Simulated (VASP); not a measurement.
## CdTe: single point with PBE

The system is CdTe.

```
CELL_PARAMETERS angstrom
0.00000 3.21565 3.21565
3.21565 0.00000 3.21565
3.21565 3.21565 0.00000
ATOMIC_POSITIONS crystal
Cd 0.00000 0.00000 0.00000
Te 0.25000 0.25000 0.25000
```

```json
{
 "Program": "VASP 6.6.1",
 "Task": "single point",
 "Functional": "PBE",
 "Potentials or basis": "VASP PAW PBE potentials, release 64 (Cd, Te)",
 "Cutoff": "500 eV",
 "k mesh": "5 × 5 × 5",
 "Occupations": "fermi-dirac, width 0.3 eV",
 "Spin": "no spin polarisation",
 "Dipole correction": "no",
 "Further INCAR settings": "ALGO = Normal; EDIFF = 1e-06; NBANDS = 16"
}
```

```json
{"Pressure": "4.0 GPa", "Band gap on the k mesh": "0.84 eV, direct"}
```

Levels at points of the mesh, in eV from the valence-band top:
| k point | band 7 | band 8 | band 9 | band 10 | band 11 | band 12 |
| --- | --- | --- | --- | --- | --- | --- |
| (0.00, 0.00, 0.00) | 0.00 | 0.00 | 0.00 | 0.84 | 4.58 | 4.58 |

It took 13 s on 1 thread of Intel(R) Xeon(R) Platinum 8488C (Sapphire Rapids), with other jobs on the host, peak memory 0.2 GiB.

Caveat: spin-orbit coupling is left out, which moves the levels of the heavy elements. Expect the measured gap to be larger: semilocal functionals such as PBE lack the derivative discontinuity.
